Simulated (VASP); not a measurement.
# Si4HC4 in VASP: a series of runs, part 2 of 2

VASP 6.6.1. Earlier steps stand in the parts before.

## 3. Single point, PBE, collinear spin

The input, INCAR:

```
PREC = Accurate ; ENCUT = 520
EDIFF = 1E-6 ; ISMEAR = 0
SIGMA = 0.05 ; LREAL = False
LASPH = True ; NELM = 200
ALGO = Normal ; ISIF = 2
LWAVE = False ; LCHARG = False
ISPIN = 2 ; MAGMOM = 0 0 0 0 0 0 0 0 1
LORBIT = 11 ; LDIPOL = True
IDIPOL = 3 ; DIPOL = 0.5 0.5 0.332
GGA = PE ; NBANDS = 30
GGA_COMPAT = False ; NELMDL = -8
```

The input, KPOINTS:

```
regular mesh
0
Gamma
  9 6 1
```

The input, POSCAR:

```
Si4HC4
1.0
    3.0967389835      0.0000000000      0.0000000000
    0.0000000000      4.3794502696      0.0000000000
    0.0000000000      0.0000000000     20.1332068295
Si C H
4 4 1
Direct
    0.5000000000      0.5000000000      0.1986767450
    0.0000000000      0.0000000000      0.2755829977
    0.5000000000      0.4971400051      0.3554907352
    0.0000000000      0.9498903695      0.4168952500
    0.0000000000      0.2500000000      0.1986767450
    0.5000000000      0.7500000000      0.2755829977
    0.0000000000      0.2559423864      0.3541649037
    0.5000000000      0.7547379437      0.4288043580
    0.8333333333      1.0880712770      0.4843029850
```

Potentials or basis: VASP PAW PBE potentials, release 64 (Si, C, H).

Command:

```
$ cat potpaw_PBE.64/Si/POTCAR potpaw_PBE.64/C/POTCAR potpaw_PBE.64/H/POTCAR > POTCAR
$ mpirun -np 1 vasp_std > vasp.out
```

OUTCAR:

```text
PREC = Accurate
   ENCUT = 520
   EDIFF = 1E-6
   ISMEAR = 0
   LREAL = False
   LASPH = True
   NELM = 200
   ISIF = 2
   ISPIN = 2
   LORBIT = 11
   GGA = PE
   NELMDL = -8

 ion  position               nearest neighbor table
   1  0.500  0.500  0.199-   5 1.90   5 1.90   6 1.90   2 3.10   2 3.10   2 3.10   2 3.10
   2  0.000  0.000  0.276-   6 1.90   6 1.90   5 1.90   7 1.94   4 2.85   1 3.10   1 3.10   1 3.10
                             1 3.10   3 3.12   3 3.12   3 3.14   3 3.14
   3  0.500  0.497  0.355-   8 1.86   7 1.87   7 1.87   6 1.95   4 2.80   4 2.80   4 3.11   4 3.11
                             2 3.12   2 3.12   2 3.14   2 3.14
   4  0.000  0.950  0.417-   9 1.57   8 1.78   8 1.78   7 1.84   3 2.80   3 2.80   2 2.85   3 3.11
                             3 3.11
   5  0.000  0.250  0.199-   1 1.90   1 1.90   2 1.90
   6  0.500  0.750  0.276-   2 1.90   2 1.90   1 1.90   3 1.95
   7  0.000  0.256  0.354-   4 1.84   3 1.87   3 1.87   2 1.94
   8  0.500  0.755  0.429-   4 1.78   4 1.78   3 1.86
   9  0.833  0.088  0.484-   4 1.57

  LATTYP: Found a simple orthorhombic cell.
 ALAT       =     3.0967389835
 B/A-ratio  =     1.4142135624
 C/A-ratio  =     6.5014219593

  Lattice vectors:

 A1 = (   3.0967389835,   0.0000000000,   0.0000000000)
 A2 = (   0.0000000000,   4.3794502696,   0.0000000000)
 A3 = (   0.0000000000,   0.0000000000,  20.1332068295)

Analysis of symmetry for initial positions (statically):
=====================================================================
 Subroutine PRICEL returns:
 Original cell was already a primitive cell.

 Routine SETGRP: Setting up the symmetry group for a
 simple orthorhombic supercell.

 Subroutine GETGRP returns: Found  1 space group operations
 (whereof  1 operations were pure point group operations)
 out of a pool of  8 trial point group operations.

The static configuration has the point symmetry C_1 .

Analysis of symmetry for dynamics (positions and initial velocities):
=====================================================================
[... 1693 lines left out ...]

 [bands above 28 left out]

------------------------ aborting loop because EDIFF is reached ----------------------------------------

 vacuum level on the upper side and lower side of the slab       (xc-potential included)         0.604        -0.605

  FORCE on cell =-STRESS in cart. coord.  units (eV):
  Direction    XX          YY          ZZ          XY          YZ          ZX
  --------------------------------------------------------------------------------------
  -------------------------------------------------------------------------------------
  Total        2.5655417      1.2716680     -1.7726025      1.5747887      1.5199384      1.2291196
  in kB       15.0540203      7.4618614    -10.4012317      9.2405055      8.9186562      7.2121966
  external PRESSURE =       4.0382166 kB  Pullay stress =       0.0000000 kB

 VOLUME and BASIS-vectors are now :
 -----------------------------------------------------------------------------
  energy-cutoff  :      520.00
  volume of cell :      273.05
      direct lattice vectors                 reciprocal lattice vectors
     3.096738983  0.000000000  0.000000000     0.322920338  0.000000000  0.000000000
     0.000000000  4.379450270  0.000000000     0.000000000  0.228339161  0.000000000
     0.000000000  0.000000000 20.133206830     0.000000000  0.000000000  0.049669186

 POSITION                                       TOTAL-FORCE (eV/Angst)
 -----------------------------------------------------------------------------------
      1.54837      2.18973      4.00000         0.001623     -2.540923      1.436138
      0.00000      0.00000      5.54837         0.011590      0.560197     -0.769792
      1.54837      2.17720      7.15717        -0.051155     -0.902670      0.389767
      0.00000      4.16000      8.39344        -0.266387      1.845393      2.982240
      0.00000      1.09486      4.00000        -0.009706      1.824419     -0.213739
      1.54837      3.28459      5.54837        -0.013074      0.615321     -0.226415
      0.00000      1.12089      7.13048        -0.002373     -0.336241     -1.429733
      1.54837      3.30534      8.63321        -0.604893     -1.451918     -2.165235
      2.58062      0.38570      9.75057         0.934374      0.386421     -0.003233
 -----------------------------------------------------------------------------------
    total drift:                                0.000010     -0.000097      0.000119

  FREE ENERGIE OF THE ION-ELECTRON SYSTEM (eV)
  ---------------------------------------------------
  free  energy   TOTEN  =       -57.0748167763 eV

  energy  without entropy=      -57.0711064278  energy(sigma->0) =      -57.07296160

 vacuum level on the upper side and lower side of the slab         4.939         3.671

 total charge

# of ion       s       p       d       tot
------------------------------------------
    1        0.754   0.853   0.000   1.607
    2        0.708   0.929   0.000   1.637
    3        0.715   0.952   0.000   1.667
    4        0.720   1.042   0.000   1.762
    5        0.860   1.524   0.000   2.384
    6        0.853   1.639   0.000   2.492
    7        0.849   1.693   0.000   2.542
    8        0.880   1.611   0.000   2.491
    9        0.521   0.012   0.000   0.533
--------------------------------------------------
tot          6.859  10.256   0.000  17.115

 magnetization (x)

# of ion       s       p       d       tot
------------------------------------------
    1       -0.013  -0.042   0.000  -0.055
    2       -0.001   0.003   0.000   0.002
    3        0.002   0.017   0.000   0.019
    4       -0.003  -0.002   0.000  -0.006
    5        0.018   0.126   0.000   0.144
    6        0.003   0.030   0.000   0.033
    7        0.003   0.046   0.000   0.050
    8        0.038   0.196   0.000   0.234
    9        0.072   0.001   0.000   0.073
--------------------------------------------------
tot          0.120   0.375   0.000   0.494
```

stdout:

```text
POSCAR found type information on POSCAR SiC H
 POSCAR found :  3 types and       9 ions
 scaLAPACK will be used
 LDA part: xc-table for (Slater+PW92), standard interpolation
 POSCAR, INCAR and KPOINTS ok, starting setup
 FFT: planning ... GRIDC
 FFT: planning ... GRID_SOFT
 FFT: planning ... GRID
 WAVECAR not read
 entering main loop
```

Wall time 19 min (1 thread of Oxide Virtual Turin-like, shared host); peak memory 0.63 GiB.

What came out:

```yaml
Free_energy: -57.0748 eV
Largest_force: 3.517 eV/Å
Net_moment: 0.91 μB per cell
Site_moments: Si -0.06, +0.00, +0.02, -0.01; C +0.14, +0.03, +0.05, +0.23; H +0.07 μB
Valence_electrons_inside_the_program's_atomic_spheres: Si 1.61, 1.64, 1.67, 1.76; C 2.38, 2.49, 2.54 (each value once); H 0.53
```

Forces in eV/Å, atoms in the order of the input:
```
Si   0.002 -2.541  1.436
Si   0.012  0.560 -0.770
Si  -0.051 -0.903  0.390
Si  -0.266  1.845  2.982
C   -0.010  1.824 -0.214
C   -0.013  0.615 -0.226
C   -0.002 -0.336 -1.430
C   -0.605 -1.452 -2.165
H    0.934  0.386 -0.003
```

Caveat: a moment this small can come from the mesh or the smearing.
